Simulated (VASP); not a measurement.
A run of VASP 6.6.1 is set up as follows.

The input INCAR:

```
SYSTEM = LiCl
PREC     = Accurate       ! precision mode
ENCUT    = 600            ! plane-wave cutoff, eV
EDIFF    = 1E-6           ! SCF threshold, eV
ISMEAR   = 0              ! smearing method
SIGMA    = 0.1            ! smearing width, eV
LREAL    = Auto         
LASPH    = .True.         ! aspherical terms in the spheres
NELM     = 80             ! most SCF steps
ALGO     = Normal         ! electronic algorithm
ISIF     = 3              ! what is computed and relaxed
LWAVE    = .False.        ! write WAVECAR
LCHARG   = .False.        ! write CHGCAR
GGA      = PE             ! functional
IBRION   = 2              ! ionic algorithm
NSW      = 90             ! ionic steps
EDIFFG   = -0.04          ! ionic threshold
```

The input KPOINTS:

```
regular mesh
0
Gamma
  2 2 4
  0 0 0
```

File POSCAR:

```
LiCl
1.0
    8.2479481900      0.0000000000      0.0000000000
    0.0000000000      8.2479481900      0.0000000000
    0.0000000000      0.0000000000      3.9389927400
Li Cl
8 8
Direct
    0.6913084800      0.6225034900      0.0000000000
    0.8774965100      0.8086915200      0.5000000000
    0.3086915200      0.3774965100      0.0000000000
    0.1225034900      0.1913084800      0.5000000000
    0.6225034900      0.3086915200      0.5000000000
    0.8086915200      0.1225034900      0.0000000000
    0.3774965100      0.6913084800      0.5000000000
    0.1913084800      0.8774965100      0.0000000000
    0.1225034900      0.8086915200      0.5000000000
    0.3086915200      0.6225034900      0.0000000000
    0.8774965100      0.1913084800      0.5000000000
    0.6913084800      0.3774965100      0.0000000000
    0.1913084800      0.1225034900      0.0000000000
    0.3774965100      0.3086915200      0.5000000000
    0.8086915200      0.8774965100      0.0000000000
    0.6225034900      0.6913084800      0.5000000000
```

Potentials or basis: VASP PAW PBE potentials, release 64 (Li_sv, Cl).

Launch:

```bash
$ cat potpaw_PBE.64/Li_sv/POTCAR potpaw_PBE.64/Cl/POTCAR > POTCAR
$ mpirun -np 1 vasp_std > vasp.out
```

Task: Estimate the space group after relaxing (to 0.1 Å).

Result: P4_2/mbc (No. 135).

Task: Estimate the band gap on the k mesh.

Result: 5.53 eV.

Step by step:
```
step  energy change (eV)  largest force (eV/Å)  pressure (GPa)  volume (Å³)
   1              0.0000                0.8187           18.94       267.96
   2             -5.2815                0.4033            2.82       352.14
   3             -5.5852                0.3662            0.80       376.12
   4             -5.4061                0.3184           -1.89       427.23
   5             -5.6307                0.3485           -0.26       392.21
   6             -5.6309                0.3514           -0.08       389.41
   7             -5.7083                0.3228           -0.09       388.99
   8             -5.9029                0.2460           -0.07       387.73
   9             -6.1533                0.1529           -0.01       385.19
  10             -6.3440                0.1342            0.08       380.06
  11             -6.4921                0.1485           -0.40       380.02
  12             -6.6375                0.2184           -1.19       378.33
  13             -6.6465                0.1749           -1.07       379.01
  14             -6.7516                0.1714           -0.28       362.61
  15             -6.7596                0.1784            0.04       357.25
  16             -6.7917                0.1174            0.01       357.09
  17             -6.8131                0.1056           -0.02       356.86
  18             -6.8136                0.1023           -0.02       356.82
  19             -6.8310                0.0611            0.00       356.42
  20             -6.8397                0.0243            0.02       356.01
```

Caveat: the cutoff is under 1.25 times the usual one of these potentials, so pressure, stress and relaxed cells hold a basis-set (Pulay) error; the volume moved by over 15 % at a fixed basis, so the end points are rough.
